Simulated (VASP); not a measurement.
A run of VASP 6.6.1:

POSCAR

```
MgO
1.0
    2.9380209034      0.0000000000      0.0000000000
   -1.4690104517      2.5444007392      0.0000000000
    0.0000000000      0.0000000000      2.6796800000
Mg O
1 1
Direct
    0.0000000000      0.0000000000      0.0000000000
    0.3333333333      0.6666666667      0.5000000000
```

File INCAR.step1:

```
  ALGO = Normal
  EDIFF = 1E-5
  ENCUT = 520
  GGA = PE
  ISIF = 2
  ISMEAR = -1
  LASPH = T
  LCHARG = F
  LREAL = F
  LWAVE = T
  NBANDS = 11
  NELM = 80
  PREC = Accurate
  SIGMA = 0.05
```

INCAR.step2

```
  AEXX = 0.25
  ALGO = Normal
  EDIFF = 1E-6
  ENCUT = 520
  GGA = PE
  HFSCREEN = 0.6
  ISIF = 2
  ISMEAR = -1
  ISTART = 1
  LASPH = T
  LCHARG = F
  LHFCALC = T
  LREAL = F
  LWAVE = F
  NBANDS = 11
  NELM = 80
  PREC = Accurate
  PRECFOCK = Normal
  SIGMA = 0.05
```

KPOINTS

```
k-points
0
Gamma
  5 5 5
```

Potentials or basis: VASP PAW PBE potentials, release 64 (Mg, O).

The run is started by

```console
$ cat potpaw_PBE.64/Mg/POTCAR potpaw_PBE.64/O/POTCAR > POTCAR
$ cp INCAR.step1 INCAR
$ mpirun -np 1 vasp_std > vasp.out
$ cp INCAR.step2 INCAR
$ mpirun -np 1 vasp_std > vasp.out
```

Hardware: 1 thread of AMD EPYC 7R13, with other jobs on the host.

Q: Estimate the wall time of this run.

A: It took 5.7 min on 1 thread of AMD EPYC 7R13 (shared host), peak memory 0.21 GiB. Counts: k points 15.
